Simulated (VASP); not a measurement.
# Al36C (a cell with a defect) in VASP: single point with PBE

Aim: the single point of Al36C (a cell with a defect) with PBE.

Everything below comes from runs of VASP 6.6.1. Logs are shortened: lines on timing, memory, paths and dates and some standing lists are left out, and cuts for length are marked.

## (1) The cell of the first run

The cell holds a defect, 37 atoms: a = 8.568 Å, b = 8.568 Å, c = 11.424 Å, α = 60.00°, β = 60.00°, γ = 60.00°.

## (2) Single point, PBE

Input file INCAR:

```
SYSTEM = Al36C
PREC     = Accurate       ! precision mode
ENCUT    = 520            ! plane-wave cutoff, eV
EDIFF    = 1E-6           ! SCF threshold, eV
ISMEAR   = 1              ! smearing method
SIGMA    = 0.1            ! smearing width, eV
LREAL    = Auto         
LASPH    = .TRUE.         ! aspherical terms in the spheres
NELM     = 60             ! most SCF steps
ALGO     = Normal         ! electronic algorithm
ISIF     = 2              ! what is computed and relaxed
LWAVE    = .FALSE.        ! write WAVECAR
LCHARG   = .FALSE.        ! write CHGCAR
GGA      = PE             ! functional
NBANDS   = 80             ! bands
```

Input file KPOINTS:

```
regular mesh
0
G
  2 2 2
  0 0 0
```

Input file POSCAR:

```
Al36C
1.0
    0.0000000000      6.0583944000      6.0583944000
    6.0583944000      0.0000000000      6.0583944000
    8.0778592000      8.0778592000      0.0000000000
Al C
36 1
Direct
   -0.0010331945      0.0003498452     -0.0004303739
   -0.0020748897      0.0036703619      0.2462487214
   -0.0035487125      0.0018208620      0.5038882703
   -0.0003176584      0.0007862644      0.7504789759
    0.0011550915      0.3320586062     -0.0007077370
   -0.0021036102      0.3390450282      0.2490339891
   -0.0001547440      0.3324315598      0.5007820017
   -0.0010990536      0.3316367947      0.7515603268
    0.0022659469      0.6677389640     -0.0020473246
   -0.0007191674      0.6650583858      0.2479624800
   -0.0063922052      0.6590473047      0.5068993404
   -0.0012213632      0.6641338009      0.7543468324
    0.3356055855      0.0009916819     -0.0039595887
    0.3405089474      0.0062015606      0.2433037580
    0.3349549181      0.0004040675      0.5021933286
    0.3321260333     -0.0024068258      0.7522343915
    0.3356878681      0.3337794416     -0.0015379694
    0.3345990482      0.3331244001      0.2492646814
    0.3369815276      0.3260479377      0.5009760507
    0.3333010145      0.3330004399      0.7510695408
    0.3346513723      0.6646483761     -0.0002753205
    0.3379339252      0.6636769967      0.2463839677
    0.3365233204      0.6612123172      0.5041533777
    0.3353664958      0.6650016876      0.7506271587
    0.6683401959      0.0010473897     -0.0014178880
    0.6672102760      0.0001549916      0.2493596323
    0.6608016474      0.0020422903      0.5010222263
    0.6679585766     -0.0014230668      0.7508534563
    0.6652909556      0.3307708062      0.0038518869
    0.6676117851      0.3332053621      0.2482529653
    0.6671095893      0.3319169845      0.5018134013
    0.6692445609      0.3345573705      0.7462597887
    0.6664940797      0.6666974339     -0.0007336102
    0.6736781613      0.6629908413      0.2491422480
    0.6667944893      0.6652663617      0.5008016233
    0.6660024478      0.6643026575      0.7516630768
    0.1669259103      0.8324335900      0.3754871093
```

Potentials or basis: VASP PAW PBE potentials, release 64 (Al, C).

Launch:

```sh
$ cat potpaw_PBE.64/Al/POTCAR potpaw_PBE.64/C/POTCAR > POTCAR
$ mpirun -np 1 vasp_std > vasp.out
```

OUTCAR:

```text
SYSTEM = Al36C
   PREC = Accurate
   ENCUT = 520
   EDIFF = 1E-6
   ISMEAR = 1
   LREAL = Auto
   LASPH = .TRUE.
   NELM = 60
   ISIF = 2
   GGA = PE

 ion  position               nearest neighbor table
   1  0.999  0.000  1.000-   2 2.83  25 2.84   8 2.84  16 2.84   4 2.84   9 2.84  29 2.85  26 2.85
                             5 2.85  10 2.86  13 2.87  21 2.88
   2  0.998  0.004  0.246-  37 2.07   5 2.82  30 2.83   1 2.83  26 2.83  13 2.88  10 2.89   6 2.89
                            27 2.90  22 2.91   3 2.93  14 2.93  11 2.97
   3  0.996  0.002  0.504-  37 2.06  28 2.82  31 2.83   4 2.83   7 2.83  12 2.88  15 2.88  27 2.89
                             6 2.90  23 2.92   2 2.93  11 2.93  14 2.96
   4  1.000  0.001  0.750-   3 2.83  25 2.84   8 2.84   9 2.84   1 2.84  16 2.84  32 2.85   7 2.85
                            28 2.85  15 2.85  12 2.87  24 2.88
   5  0.001  0.332  0.999-   2 2.82  12 2.82  20 2.84   8 2.84   1 2.85  30 2.85  13 2.85  29 2.86
                            33 2.87  17 2.87   6 2.87   9 2.87
   6  0.998  0.339  0.249-  34 2.78  10 2.79   9 2.84   7 2.86  30 2.86  18 2.86  31 2.86   5 2.87
                            17 2.88   2 2.89  14 2.89   3 2.90
   7  1.000  0.332  0.501-  11 2.81  32 2.82   3 2.83   4 2.85  31 2.85  35 2.85   6 2.86   8 2.86
                            15 2.86  19 2.86  10 2.87  18 2.87
   8  0.999  0.332  0.752-  11 2.80   1 2.84   4 2.84   5 2.84  32 2.84  36 2.85   7 2.86  16 2.86
                            12 2.86  20 2.87  29 2.87  19 2.88
   9  0.002  0.668  0.998-  12 2.81  10 2.83  24 2.84   4 2.84   6 2.84  34 2.84  21 2.84   1 2.84
[... 40 lines left out ...]
                            33 2.86  36 2.87   8 2.87  32 2.91
  30  0.668  0.333  0.248-  29 2.81   2 2.83  22 2.83  18 2.85  26 2.85  33 2.85   5 2.85  34 2.86
                             6 2.86  19 2.86  27 2.86  31 2.89
  31  0.667  0.332  0.502-  32 2.81   3 2.83  23 2.83   7 2.85  35 2.85  28 2.85  20 2.85  27 2.86
                            19 2.86   6 2.86  34 2.86  30 2.89
  32  0.669  0.335  0.746-  31 2.81   7 2.82  35 2.82  36 2.84   8 2.84   4 2.85  24 2.85  20 2.86
                            28 2.86  17 2.87  25 2.87  29 2.91
  33  0.666  0.667  0.999-  22 2.82  12 2.82  28 2.84  36 2.84  21 2.85  13 2.85  30 2.85  29 2.86
                             5 2.87  25 2.87  34 2.87   9 2.87
  34  0.674  0.663  0.249-   6 2.78  10 2.79   9 2.84  35 2.86  30 2.86  31 2.86  26 2.86  33 2.87
                            25 2.88  22 2.89  14 2.90  23 2.90
  35  0.667  0.665  0.501-  11 2.81  32 2.82  23 2.83  24 2.85  31 2.85   7 2.85  34 2.86  15 2.86
                            36 2.86  27 2.86  10 2.87  26 2.87
  36  0.666  0.664  0.752-  11 2.80  24 2.84  21 2.84  33 2.84  32 2.84   8 2.85  16 2.86  35 2.86
                            12 2.87  28 2.87  29 2.87  27 2.88
  37  0.167  0.832  0.375-   3 2.06  22 2.07  23 2.07   2 2.07  11 2.10  14 2.10

  LATTYP: Found a base centered monoclinic cell.
 ALAT       =    14.8399749405
 B/A-ratio  =     0.5773502692
 C/A-ratio  =     0.7698003589
 COS(beta)  =    -0.5773502692

  Lattice vectors:

 A1 = (   0.0000000000,  -6.0583944000,  -6.0583944000)
 A2 = (  -6.0583944000,   0.0000000000,  -6.0583944000)
 A3 = (   8.0778592000,   8.0778592000,   0.0000000000)

Analysis of symmetry for initial positions (statically):
=====================================================================
 Subroutine PRICEL returns:
 Original cell was already a primitive cell.

 Routine SETGRP: Setting up the symmetry group for a
 base centered monoclinic supercell.

 Subroutine GETGRP returns: Found  1 space group operations
 (whereof  1 operations were pure point group operations)
 out of a pool of  4 trial point group operations.

The static configuration has the point symmetry C_1 .

Analysis of symmetry for dynamics (positions and initial velocities):
=====================================================================
 Subroutine PRICEL returns:
 Original cell was already a primitive cell.

 Routine SETGRP: Setting up the symmetry group for a
 base centered monoclinic supercell.

 Subroutine GETGRP returns: Found  1 space group operations
 (whereof  1 operations were pure point group operations)
 out of a pool of  4 trial point group operations.

The dynamic configuration has the point symmetry C_1 .

 Subroutine INISYM returns: Found  1 space group operations
 (whereof  1 operations are pure point group operations),
 and found     1 'primitive' translations

----------------------------------------------------------------------------------------

                                     Primitive cell

  volume of cell :     592.9818

[... 98 lines left out ...]
    -0.041265059  0.041265059  0.041265059     0.500000000  0.000000000  0.000000000
     0.041265059 -0.041265059  0.041265059     0.000000000  0.500000000  0.000000000
     0.030948794  0.030948794 -0.030948794     0.000000000  0.000000000  0.500000000

  Length of vectors
     0.071473178  0.071473178  0.053604884

  Shift w.r.t. Gamma in fractional coordinates (k-lattice)
     0.000000000  0.000000000  0.000000000

 Subroutine IBZKPT returns following result:
 ===========================================

 Found      8 irreducible k-points:

 Following reciprocal coordinates:
            Coordinates               Weight
  0.000000  0.000000  0.000000      1.000000
  0.500000  0.000000  0.000000      1.000000
  0.000000  0.500000  0.000000      1.000000
  0.500000  0.500000  0.000000      1.000000
  0.000000  0.000000  0.500000      1.000000
  0.500000  0.000000  0.500000      1.000000
  0.000000  0.500000  0.500000      1.000000
  0.500000  0.500000  0.500000      1.000000
   k-points           NKPTS =      8   k-points in BZ     NKDIM =      8   number of bands    NBANDS=     80
   number of dos      NEDOS =    301   number of ions     NIONS =     37
   total plane-waves  NPLWV = 368640
   dimension x,y,z NGX =    64 NGY =   64 NGZ =   90
   dimension x,y,z NGXF=   128 NGYF=  128 NGZF=  180
   ions per type =              36   1
   NGX,Y,Z   is equivalent  to a cutoff of  12.42, 12.42, 13.10 a.u.
   NGXF,Y,Z  is equivalent  to a cutoff of  24.84, 24.84, 26.19 a.u.
 SYSTEM =  Al36C
   PREC   = accura    normal or accurate (medium, high low for compatibility)
   ISTART =      0    job   : 0-new  1-cont  2-samecut
   ICHARG =      2    charge: 1-file 2-atom 10-const
   ISPIN  =      1    spin polarized calculation?
   LNONCOLLINEAR =      F non collinear calculations
   LSORBIT =      F    spin-orbit coupling
   LASPH  =      T    aspherical Exc in radial PAW
   ENCUT  =  520.0 eV  38.22 Ry    6.18 a.u.  15.93 15.93 21.24*2*pi/ulx,y,z
   NELM   =     60;   NELMIN=  2; NELMDL= -5     # of ELM steps
   EDIFF  = 0.1E-05   stopping-criterion for ELM
   LREAL  =      T    real-space projection
   EDIFFG = 0.1E-04   stopping-criterion for IOM
   NSW    =      0    number of steps for IOM
   IBRION =     -1    ionic relax: 0-MD 1-quasi-New 2-CG
   NFREE  =      0    steps in history (QN), initial steepest desc. (CG)
   ISIF   =      2    stress and relaxation
   ISYM   =      2    0-nonsym 1-usesym 2-fastsym
   POTIM  = 0.5000    time-step for ionic-motion
   TEBEG  =    0.0;   TEEND  =   0.0 temperature during run
   PSTRESS=    0.0 pullay stress
   NELECT =     112.0000    total number of electrons
   NUPDOWN=      -1.0000    fix difference up-down
   EMIN   =  10.00;   EMAX   =-10.00  energy-range for DOS
   EFERMI =   0.00;   METHOD = LEGACY
   ISMEAR =     1;   SIGMA  =   0.10  broadening in eV -4-tet -1-fermi 0-gaus
   EFERMI_NEDOS =   21; number of points for ismear=-14 and -15
   IALGO  =     38    algorithm
   IMIX   =      4    mixing-type and parameters
     AMIX     =   0.40;   BMIX     =  1.00
     AMIX_MAG =   1.60;   BMIX_MAG =  1.00
  volume/ion in A,a.u.               =      16.03       108.15
  Fermi-wavevector in a.u.,A,eV,Ry     =   0.939291  1.775004 12.003992  0.882268
  Thomas-Fermi vector in A             =   2.066589
   LORBIT       =      0    0 simple, 1 ext, 2 COOP (PROOUT), +10 PAW based schemes
   GGA     = PE    functional components
   LHFCALC =     F    Hartree Fock is set to
   AEXX    =    0.0000 exact exchange contribution
   IVDW    =     0    specifies the selected vdW correction
   LEPSILON=     F    determine dielectric tensor
   LRPA    =     F    only Hartree local field effects (RPA)
 non-spin polarized calculation
 Methfessel and Paxton  Order N= 1 SIGMA  =   0.10
  energy-cutoff  :      520.00
  volume of cell :      592.98
 maximum number of plane-waves:     15989
 NGX is ok and might be reduce to    64
   NGX = 31   NGY = 31   NGZ = 43

 number of electron     112.0000000 magnetization

 Free energy of the ion-electron system (eV)
  ---------------------------------------------------
  ext. energy  EPLUGINS =         0.00000000
  ---------------------------------------------------
  free energy    TOTEN  =      -143.79449950 eV

  energy without entropy =     -143.79466933  energy(sigma->0) =     -143.79455611

 E-fermi :   8.2550     XC(G=0): -10.2639

 val. band max:        8.2477253869   @ k =   0.5000   0.5000   0.5000
 cond. band min:       8.2774406859   @ k =   0.5000   0.0000   0.0000
 fundamental gap:      0.0297152990
 Fermi energy:         8.2550094670

 k-point     1 :       0.0000    0.0000    0.0000
  band No.  band energies     occupation
      1      -4.8867      2.00000
      2      -2.7283      2.00000
      3      -1.4431      2.00000
      4      -1.1233      2.00000
      5      -0.5038      2.00000
      6      -0.2989      2.00000
[... 557 lines left out ...]
     67       9.8503     -0.00000
     68      10.0865     -0.00000
 [bands above 68 left out]

------------------------ aborting loop because EDIFF is reached ----------------------------------------

  FORCE on cell =-STRESS in cart. coord.  units (eV):
  Direction    XX          YY          ZZ          XY          YZ          ZX
  --------------------------------------------------------------------------------------
  -------------------------------------------------------------------------------------
  Total        5.7586104      5.7593629     -0.1648446      3.4766103      0.5441097      0.5627839
  in kB       15.5591878     15.5612210     -0.4453936      9.3934524      1.4701299      1.5205858
  external PRESSURE =      10.2250050 kB  Pullay stress =       0.0000000 kB

 VOLUME and BASIS-vectors are now :
 -----------------------------------------------------------------------------
  energy-cutoff  :      520.00
  volume of cell :      592.98
      direct lattice vectors                 reciprocal lattice vectors
     0.000000000  6.058394400  6.058394400    -0.082530117  0.082530117  0.082530117
     6.058394400  0.000000000  6.058394400     0.082530117 -0.082530117  0.082530117
     8.077859200  8.077859200  0.000000000     0.061897588  0.061897588 -0.061897588

 POSITION                                       TOTAL-FORCE (eV/Angst)
 -----------------------------------------------------------------------------------
      8.07650     14.12652      6.05425         0.000096      0.007927     -0.002269
      2.01140      8.03499      6.06806         0.001110      0.004730     -0.005971
      4.08137     10.10723      6.04793         0.007511     -0.002512     -0.000386
      6.06703     12.11873      6.06123        -0.000542      0.004497      0.000884
     10.08388      8.07914      2.01874        -0.003831      0.004348      0.003456
      4.06573      8.05731      8.09972        -0.004156      0.001304     -0.001930
[... 29 lines left out ...]
     10.09644     10.10673      8.05951        -0.004274      0.001642      0.011579
      8.07634      4.04444      6.05451        -0.011146     -0.004279      0.008404
 -----------------------------------------------------------------------------------
    total drift:                               -0.015547      0.009121     -0.010402

  FREE ENERGIE OF THE ION-ELECTRON SYSTEM (eV)
  ---------------------------------------------------
  free  energy   TOTEN  =      -143.7944995019 eV

  energy  without entropy=     -143.7946693301  energy(sigma->0) =     -143.79455611
```

It took 12 min on 1 thread of AMD EPYC 7R43 (Zen 3), shared host; peak memory 0.77 GiB.

What came out:

* Free energy: -143.7945 eV
* Pressure: 1.0 GPa
* Largest force: 0.015 eV/Å
* Band gap on the k mesh: zero (bands 56 and 57 overlap by 0.58 eV)

Forces on the atoms (eV/Å):
```
Al   0.000  0.008 -0.002
Al   0.001  0.005 -0.006
Al   0.008 -0.003  0.000
Al  -0.001  0.004  0.001
Al  -0.004  0.004  0.003
Al  -0.004  0.001 -0.002
Al   0.000  0.003  0.009
Al   0.000 -0.002  0.007
Al  -0.001 -0.002  0.005
Al   0.001  0.002  0.007
Al   0.003  0.002 -0.006
Al  -0.003 -0.003  0.004
Al  -0.001 -0.004 -0.003
Al  -0.004  0.003  0.001
Al   0.003  0.001 -0.006
Al   0.001  0.001 -0.004
Al   0.001  0.004 -0.007
Al  -0.002 -0.001 -0.013
Al   0.010 -0.005  0.005
Al  -0.002 -0.006 -0.004
Al   0.002 -0.003  0.000
Al  -0.006  0.006 -0.004
Al   0.000 -0.007  0.004
Al   0.000 -0.008  0.004
Al   0.001 -0.001 -0.007
Al  -0.003 -0.001 -0.007
Al  -0.001  0.003  0.003
Al  -0.002  0.000 -0.007
Al   0.002 -0.002  0.000
Al   0.006  0.012  0.003
Al  -0.005 -0.009 -0.007
Al  -0.001  0.002 -0.004
Al   0.005  0.000  0.010
Al   0.011 -0.008 -0.005
Al   0.002  0.005  0.009
Al  -0.004  0.002  0.012
C   -0.011 -0.004  0.008
```

Stress tensor (GPa, compression positive):
```
 1.56  0.94  0.15
 0.94  1.56  0.15
 0.15  0.15 -0.04
```

Caveat: the k points lie up to 0.45 Å⁻¹ apart, too coarse for converged energies and pressures of a metal.
